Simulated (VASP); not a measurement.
TiNbB4, 6 atoms in the cell. It takes space group P6/mmm (No. 191, hexagonal). Conventional cell: a = 3.071 Å, b = 3.071 Å, c = 6.565 Å, α = 90.00°, β = 90.00°, γ = 120.00°. Ti (site symmetry 6/mmm) has 12 B at 2.38 Å and 6 Ti at 3.07 Å within 3.1 Å. Within 3.2 Å of Nb (site symmetry 6/mmm) lie 12 B at 2.46 Å and 6 Nb at 3.07 Å. Within 2.4 Å of B (site symmetry 3m) lie 3 B at 1.77 Å and 3 Ti at 2.38 Å. 

| Quantity | Value |
| --- | --- |
| Program | VASP 6.6.1 |
| Task | single point |
| Functional | PBEsol |
| Potentials or basis | VASP PAW PBE potentials, release 64 (Ti_sv, Nb_sv, B) |
| Cutoff | 520 eV |
| k mesh | 11 × 11 × 5 |
| Occupations | fermi-dirac, width 0.1 eV |
| Spin | no spin polarisation |
| Dipole correction | no |
| Further INCAR settings | ALGO = Normal; EDIFF = 1e-06; NBANDS = 28 |

Potentials or basis: VASP PAW PBE potentials, release 64 (Ti_sv, Nb_sv, B).

Run with:

```bash
$ cat potpaw_PBE.64/Ti_sv/POTCAR potpaw_PBE.64/Nb_sv/POTCAR potpaw_PBE.64/B/POTCAR > POTCAR
$ mpirun -np 1 vasp_std > vasp.out
```

Hardware: 1 thread of Intel Xeon 8259CL, with other jobs on the host.

Problem. Estimate the wall time of this run.

Solution. Wall time 100 s on 1 thread of Intel Xeon 8259CL, with other jobs on the host, peak memory 0.22 GiB. Counts: scf iterations 14, k points 48.
